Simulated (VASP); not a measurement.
Write the native input for VASP 6.6.1 that does the following.

| Quantity | Value |
| --- | --- |
| Task | relaxation of cell and atoms |
| Functional | revPBE |
| Dispersion | D3(BJ) |
| Potentials or basis | VASP PAW PBE potentials, release 64 (As, B) |
| Cutoff | 600 eV |
| k mesh | 10 × 10 × 10 |
| Occupations | fermi-dirac, width 0.05 eV |
| Spin | no spin polarisation |
| Dipole correction | no |
| Further INCAR settings | ALGO = Normal; EDIFF = 1e-07; IBRION = 2; EDIFFG = -0.01; NSW = 60; ISIF = 3 |

The structure of BAs lies in POSCAR:

```
BAs
1.0
    0.0000000000      2.3885000000      2.3885000000
    2.3885000000      0.0000000000      2.3885000000
    2.3885000000      2.3885000000      0.0000000000
As B
1 1
Direct
    0.7500000000      0.7500000000      0.7500000000
    0.0000000000      0.0000000000      0.0000000000
```

One way to write it, as run:

INCAR

```
SYSTEM = BAs
PREC = Accurate
ENCUT = 600
EDIFF = 1E-7
ISMEAR = -1
SIGMA = 0.05
LREAL = .False.
LASPH = .True.
NELM = 100
ALGO = Normal
ISIF = 3
LWAVE = .False.
LCHARG = .False.
GGA = RE
IVDW = 12
IBRION = 2
NSW = 60
EDIFFG = -0.01
```

KPOINTS

```
Automatic mesh
0
Gamma
  10 10 10
  0 0 0
```

Potentials or basis: VASP PAW PBE potentials, release 64 (As, B).

The run is started by

```bash
$ cat potpaw_PBE.64/As/POTCAR potpaw_PBE.64/B/POTCAR > POTCAR
$ mpirun -np 1 vasp_std > vasp.out
```

It gave:

```json
{"Relaxed volume": "13.39 Å³/atom", "Relaxed cell": "a = 3.358 Å, b = 3.358 Å, c = 3.358 Å, α = 60.00°, β = 60.00°, γ = 60.00°", "Space group after relaxing (to 0.05 Å)": "F-43m (No. 216)", "Energy gained by relaxing": "1.8 meV/atom", "Ionic steps": "3", "Pressure after relaxing": "0.0 GPa", "Band gap on the k mesh": "1.18 eV, indirect (least direct gap 3.30 eV)", "Dispersion energy per atom": "-0.663 eV"}
```

Caveat: the PAW data sets were made with another functional, which shifts forces and pressure a little.

It took 24 s on 1 thread of Intel(R) Xeon(R) Platinum 8559C (Emerald Rapids) (shared host), peak memory 0.18 GiB.
